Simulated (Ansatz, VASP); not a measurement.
Two plane-wave programs on Sn

```
Sn
1.0
     7.34353    0.00000    0.00000
    -3.67176    6.35968    0.00000
     0.00000    0.00000    4.62874
Sn
6
Direct
  0.61825 0.61825 0.16667
  0.38175 0.00000 0.50000
  0.00000 0.38175 0.83333
  0.00000 0.61825 0.33333
  0.38175 0.38175 0.66667
  0.61825 0.00000 0.00000
```

Alike in both runs: functional PBE; k mesh 3 × 3 × 4; occupations gaussian, width 0.1 eV; no spin polarisation.

Ansatz relaxed the structure, and its values are those at the end. VASP's run is a single point on that final structure, the one shown.

|  | VASP | Ansatz |
| --- | --- | --- |
| version | VASP 6.6.1 | Ansatz 0.2.0 |
| potentials or method | VASP PAW PBE potentials, release 64 (Sn_d), cutoff 520 eV | scalar-relativistic, plane waves, PAW |
| valence electrons in the cell | 84 | 84 |

```csv
,VASP,Ansatz,Ansatz less VASP
gap on the k mesh at the Fermi level (eV),none,none,-
pressure (GPa),0.0,0.1,+0.05
rms of the force components (eV/Å),0.005,0.005,-0.0004
```

A gap of «none» marks a metal or a gap that the smearing closes.
